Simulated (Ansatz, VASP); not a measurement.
**Two plane-wave programs on Sn3Cl5**

```
Sn Cl
1.0
     6.12157    0.00000    0.00000
     0.00000    6.12157    0.00000
     0.00000    0.00000    6.12157
Sn Cl
3 5
Cartesian
  0.0000 3.0608 3.0608
  3.0608 0.0000 3.0608
  3.0608 3.0608 0.0000
  3.0608 0.0000 0.0000
  0.0000 3.0608 0.0000
  0.0000 0.0000 3.0608
  0.0000 0.0000 0.0000
  3.0608 3.0608 3.0608
```

Alike in both runs: functional PBE; k mesh 6 × 6 × 6; occupations gaussian, width 0.1 eV; no spin polarisation.

Ansatz relaxed the structure, and its values are those at the end. VASP's run is a single point on that final structure, the one shown.

|  | VASP | Ansatz |
| --- | --- | --- |
| version | VASP 6.6.1 | Ansatz 0.2.0 |
| potentials or method | VASP PAW PBE potentials, release 64 (Sn_d, Cl), cutoff 520 eV | scalar-relativistic, plane waves, PAW |
| valence electrons in the cell | 77 | 77 |

```tsv
	VASP	Ansatz	Ansatz less VASP
gap on the k mesh at the Fermi level (eV)	none	none	-
pressure (GPa)	-0.1	0.0	+0.07
```

A gap of «none» marks a metal or a gap that the smearing closes.
